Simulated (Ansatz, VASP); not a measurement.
# Two plane-wave programs on SrMn3

```
CELL_PARAMETERS angstrom
4.27790 0.00000 0.00000
0.00000 4.27790 0.00000
0.00000 0.00000 4.27790
ATOMIC_POSITIONS crystal
Sr 0.00000 0.00000 0.00000
Mn 0.00000 0.50000 0.50000
Mn 0.50000 0.50000 0.00000
Mn 0.50000 0.00000 0.50000
```

Alike in both runs: task single point; functional PBE; k mesh 8 × 8 × 8; occupations gaussian, width 0.05 eV; collinear spin.

|  | VASP | Ansatz |
| --- | --- | --- |
| version | VASP 6.6.1 | Ansatz 0.2.0 |
| potentials or method | VASP PAW PBE potentials, release 64 (Sr_sv, Mn_pv), cutoff 520 eV | scalar-relativistic, plane waves, PAW |
| valence electrons in the cell | 49 | 55 |

|  | VASP | Ansatz | Ansatz less VASP |
| --- | --- | --- | --- |
| gap on the k mesh at the Fermi level (eV) | none | none | - |
| pressure (GPa) | 0.3 | 0.0 | -0.28 |
| net moment per atom (μB) | 2.66 | 2.66 | +0.001 |
| size of the moment on the site where the two differ most (μB) | 3.47 | 3.56 | +0.086 |

Site moments also hang on the region over which each program counts them. A gap of «none» marks a metal or a gap that the smearing closes. VASP's potentials hold 49 valence electrons a cell and Ansatz's 55, so a difference there can come from the potentials and not from the codes.
